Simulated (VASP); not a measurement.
Here is a VASP 6.6.1 calculation.

POSCAR

```
MgO
1.0
    3.4840796084      0.0000000000      0.0000000000
   -1.7420398042      3.0173014497      0.0000000000
    0.0000000000      0.0000000000      4.1853171300
Mg O
2 2
Direct
    0.6666666667      0.3333333333      0.7500000000
    0.3333333333      0.6666666667      0.2500000000
    0.6666666667      0.3333333333      0.2500000000
    0.3333333333      0.6666666667      0.7500000000
```

File INCAR.step1:

```
SYSTEM = MgO
PREC = Accurate
ENCUT = 520
EDIFF = 1E-5
ISMEAR = 0
SIGMA = 0.01
LREAL = .FALSE.
LASPH = .TRUE.
NELM = 80
ALGO = Normal
ISIF = 2
LWAVE = .TRUE.
LCHARG = .FALSE.
NBANDS = 16
GGA = PE
```

Contents of INCAR.step2:

```
SYSTEM = MgO
PREC = Accurate
ENCUT = 520
EDIFF = 1E-6
ISMEAR = 0
SIGMA = 0.01
LREAL = .FALSE.
LASPH = .TRUE.
NELM = 80
ALGO = Normal
ISIF = 2
LWAVE = .FALSE.
LCHARG = .FALSE.
GGA = PE
LHFCALC = .TRUE.
AEXX = 0.35
HFSCREEN = 0.2078
PRECFOCK = Normal
NBANDS = 16
ISTART = 1
```

KPOINTS

```
regular mesh
0
G
  6 6 4
  0 0 0
```

Potentials or basis: VASP PAW PBE potentials, release 64 (Mg, O).

Launch:

```bash
$ cat potpaw_PBE.64/Mg/POTCAR potpaw_PBE.64/O/POTCAR > POTCAR
$ cp INCAR.step1 INCAR
$ mpirun -np 1 vasp_std > vasp.out
$ cp INCAR.step2 INCAR
$ mpirun -np 1 vasp_std > vasp.out
```

(1) What does it give for the pressure?

(2) Predict the band gap on the k mesh.

Answers

(1) -1.8 GPa.

(2) 5.68 eV.

Caveat: the PAW data sets were made with another functional, which shifts forces and pressure a little.
